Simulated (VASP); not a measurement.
Wanted: the native input for a VASP 6.6.1 run.

- Task: single point
- Functional: PBE
- Potentials or basis: VASP PAW PBE potentials, release 64 (Ga_d, N)
- Cutoff: 520 eV
- k mesh: 12 × 12 × 6
- Occupations: gaussian, width 0.02 eV
- Spin: no spin polarisation
- Dipole correction: no
- Further INCAR settings: ALGO = Normal; EDIFF = 1e-07; NBANDS = 26

The structure of GaN lies in POSCAR:

```
GaN
1.0
    3.2184289138      0.0000000000      0.0000000000
   -1.6092144569      2.7872411996      0.0000000000
    0.0000000000      0.0000000000      5.2430304940
Ga N
2 2
Direct
    0.3333333333      0.6666666667     -0.0008683119
    0.6666666667      0.3333333333      0.4991316881
    0.3333333333      0.6666666667      0.3758683119
    0.6666666667      0.3333333333      0.8758683119
```

One way to write it, as run:

INCAR

```
ALGO     = Normal         # electronic algorithm
EDIFF    = 1E-7           # SCF threshold, eV
ENCUT    = 520            # plane-wave cutoff, eV
GGA      = PE             # functional
ISIF     = 2              # what is computed and relaxed
ISMEAR   = 0              # smearing method
LASPH    = T              # aspherical terms in the spheres
LCHARG   = F              # write CHGCAR
LREAL    = F              # projectors in reciprocal space
LWAVE    = F              # write WAVECAR
NBANDS   = 26             # bands
NELM     = 100            # most SCF steps
PREC     = Accurate       # precision mode
SIGMA    = 0.02           # smearing width, eV
```

KPOINTS

```
k-points
0
Gamma
  12 12 6
```

Potentials or basis: VASP PAW PBE potentials, release 64 (Ga_d, N).

The run is started by

```bash
$ cat potpaw_PBE.64/Ga_d/POTCAR potpaw_PBE.64/N/POTCAR > POTCAR
$ mpirun -np 1 vasp_std > vasp.out
```

Results of the run:

- Pressure: 0.1 GPa
- Band gap on the k mesh: 1.72 eV

Wall time 71 s on 1 thread of Intel(R) Xeon(R) Platinum 8375C CPU @ 2.90GHz (Ice Lake), with other jobs on the host, peak memory 0.21 GiB.
